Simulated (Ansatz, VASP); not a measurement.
## Pd: VASP beside Ansatz

POSCAR

```
Pd
1.0
    0.0000000000      1.9586507900      1.9586507900
    1.9586507900      0.0000000000      1.9586507900
    1.9586507900      1.9586507900      0.0000000000
Pd
1
Direct
    0.0000000000      0.0000000000      0.0000000000
```

File INCAR.step1:

```
PREC = Accurate
ENCUT = 600
ISMEAR = 0
SIGMA = 0.1
LREAL = False
LASPH = True
NELM = 100
GGA = PE
ALGO = Normal
EDIFF = 1E-4
LWAVE = True
LCHARG = False
```

Contents of INCAR.step2:

```
PREC = Accurate
ENCUT = 600
EDIFF = 1E-7
ISMEAR = 0
SIGMA = 0.1
LREAL = False
LASPH = True
NELM = 100
ALGO = Normal
ISIF = 3
LWAVE = False
LCHARG = False
METAGGA = R2SCAN
LMIXTAU = True
IBRION = 2
NSW = 100
EDIFFG = -0.002
ISTART = 1
```

Contents of KPOINTS:

```
Automatic mesh
0
Gamma
  18 18 18
```

Input for Ansatz:

```yaml
crystal:
  lattice:
    - [0.0, 1.95865079, 1.95865079]
    - [1.95865079, 0.0, 1.95865079]
    - [1.95865079, 1.95865079, 0.0]
  atoms:
    - { symbol: Pd, position: [0.0, 0.0, 0.0] }
basis:
  ecutwfc: 500
kpoints:
  mp_grid: { grid: [18, 18, 18] }
hamiltonian:
  xc: r2scan
  pseudopotentials: { kind: paw, azcp: { folder: soft_1 } }
scf:
  occupations: { method: gaussian, width: 0.1 }
output:
  forces: true
  stress: true
  eigenvalues: true
  write_density: true
  write_potential: true
  elf: true
  volumetric_format: npy
relax:
  adjacent_minimum: "off"
  f_tol: 0.002
  max_steps: 80
  cell: { stress_tol: 0.02 }
```

Alike in both runs: task relaxation of cell and atoms; functional r2SCAN; k mesh 18 × 18 × 18; occupations gaussian, width 0.1 eV; no spin polarisation.

|  | VASP | Ansatz |
| --- | --- | --- |
| version | VASP 6.6.1 | Ansatz 0.2.0 |
| potentials or method | VASP PAW PBE potentials, release 64 (Pd), cutoff 600 eV | scalar-relativistic, plane waves, PAW |
| valence electrons in the cell | 10 | 18 |

Ansatz gave:

- gap on the k mesh at the Fermi level, each at its own relaxed structure (eV): none
- relaxed volume (Å³/atom): 14.95
- relaxed cell length with the largest relative difference (Å): 2.765

Question: Which values does VASP return?

Answer: gap on the k mesh at the Fermi level, each at its own relaxed structure (eV): none; relaxed volume (Å³/atom): 14.97; relaxed cell length with the largest relative difference (Å): 2.766.

VASP's potentials were made for PBE, not for r2SCAN. A gap of «none» marks a metal or a gap that the smearing closes. VASP's potentials hold 10 valence electrons a cell and Ansatz's 18, so a difference there can come from the potentials and not from the codes.
